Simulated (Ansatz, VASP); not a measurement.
One calculation of Sn3GeO, two programs

```xyz
5
Lattice="4.8558 0.0000 0.0000 0.0000 4.8558 0.0000 0.0000 0.0000 4.8558" Properties=species:S:1:pos:R:3 pbc="T T T"
Sn    0.0000    2.4279    2.4279
Sn    2.4279    0.0000    2.4279
Sn    2.4279    2.4279    0.0000
Ge    0.0000    0.0000    0.0000
O     2.4279    2.4279    2.4279
```

Change from the starting cell: species swapped into the Yb3PbO type (Pm-3m, No. 221).

Alike in both runs: functional PBE; k mesh 8 × 8 × 8; occupations gaussian, width 0.1 eV; no spin polarisation.

Ansatz relaxed the structure, and its values are those at the end. VASP's run is a single point on that final structure, the one shown.

|  | VASP | Ansatz |
| --- | --- | --- |
| version | VASP 6.6.1 | Ansatz 0.2.0 |
| potentials or method | VASP PAW PBE potentials, release 64 (Sn_d, Ge_d, O), cutoff 520 eV | scalar-relativistic, plane waves, PAW |
| valence electrons in the cell | 62 | 62 |

VASP gave:

- gap on the k mesh at the Fermi level (eV): none
- pressure (GPa): -0.1

Problem. Estimate Ansatz's values.

Solution. gap on the k mesh at the Fermi level (eV): none; pressure (GPa): 0.0.

A gap of «none» marks a metal or a gap that the smearing closes.
